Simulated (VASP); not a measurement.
ZnS, 2 atoms in the cell. It takes space group Fm-3m (No. 225, cubic). The conventional cell has a = 5.062 Å, b = 5.062 Å, c = 5.062 Å, α = 90.00°, β = 90.00°, γ = 90.00°. Zn (site symmetry m-3m) has 6 S at 2.53 Å within 3.3 Å. Within 3.3 Å of S (site symmetry m-3m) lie 6 Zn at 2.53 Å. 

* Program: VASP 6.6.1
* Task: single point
* Functional: PBE
* Potentials or basis: VASP PAW PBE potentials, release 64 (Zn, S)
* Cutoff: 520 eV
* k mesh: 6 × 6 × 6
* Occupations: fermi-dirac, width 0.02 eV
* Spin: no spin polarisation
* Dipole correction: no
* Further INCAR settings: ALGO = Normal; EDIFF = 1e-06; NBANDS = 16

Potentials or basis: VASP PAW PBE potentials, release 64 (Zn, S).

Run with:

```console
$ cat potpaw_PBE.64/Zn/POTCAR potpaw_PBE.64/S/POTCAR > POTCAR
$ mpirun -np 1 vasp_std > vasp.out
```

Hardware: 1 thread of Intel(R) Xeon(R) 6975P-C (Granite Rapids) (shared host).

Q: How long does it take, and how much memory?

A: Run time: 4.7 s on 1 thread of Intel(R) Xeon(R) 6975P-C (Granite Rapids) (shared host), peak memory 0.15 GiB. Counts: scf iterations 12, k points 16.
